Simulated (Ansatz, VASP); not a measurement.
SnCl3: VASP beside Ansatz

```
Sn Cl
1.0
     5.16860    0.00000    0.00000
     0.00000    5.16860    0.00000
     0.00000    0.00000    5.16860
Sn Cl
1 3
Cartesian
  2.5843 2.5843 2.5843
  0.0000 2.5843 2.5843
  2.5843 0.0000 2.5843
  2.5843 2.5843 0.0000
```

Alike in both runs: task single point; functional PBE; k mesh 10 × 10 × 10; occupations gaussian, width 0.1 eV; no spin polarisation.

|  | VASP | Ansatz |
| --- | --- | --- |
| version | VASP 6.6.1 | Ansatz 0.2.0 |
| potentials or method | VASP PAW PBE potentials, release 64 (Sn_d, Cl), cutoff 520 eV | scalar-relativistic, plane waves, PAW |
| valence electrons in the cell | 35 | 35 |

|  | VASP | Ansatz | Ansatz less VASP |
| --- | --- | --- | --- |
| gap on the k mesh at the Fermi level (eV) | none | none | - |
| pressure (GPa) | 1.0 | 1.0 | +0.05 |

A gap of «none» marks a metal or a gap that the smearing closes. The functional is the same, so the differences come from potentials, cutoffs and numerics.
